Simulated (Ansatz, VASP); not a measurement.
**One calculation of Zr4Ag, two programs**

```
Zr Ag
1.0
    -3.43189    3.43189    2.68709
     3.43189   -3.43189    2.68709
     3.43189    3.43189   -2.68709
Zr Ag
4 1
Direct
  0.28059 0.28059 0.56118
  0.71941 0.71941 0.43882
  0.28059 0.71941 0.00000
  0.71941 0.28059 0.00000
  0.00000 0.00000 0.00000
```

Alike in both runs: functional PBE; k mesh 4 × 4 × 4; occupations gaussian, width 0.2 eV; no spin polarisation.

Ansatz relaxed the structure, and its values are those at the end. VASP's run is a single point on that final structure, the one shown.

|  | VASP | Ansatz |
| --- | --- | --- |
| version | VASP 6.6.1 | Ansatz 0.2.0 |
| potentials or method | VASP PAW PBE potentials, release 64 (Zr_sv, Ag), cutoff 520 eV | scalar-relativistic, plane waves, PAW |
| valence electrons in the cell | 59 | 67 |

```tsv
	VASP	Ansatz	Ansatz less VASP
gap on the k mesh at the Fermi level (eV)	none	none	-
pressure (GPa)	0.1	0.1	-0.03
rms of the force components (eV/Å)	0.015	0.016	+0.0019
```

A gap of «none» marks a metal or a gap that the smearing closes. VASP's potentials hold 59 valence electrons a cell and Ansatz's 67, so a difference there can come from the potentials and not from the codes.

The k mesh is coarse, so the values compare programs but aren't converged.
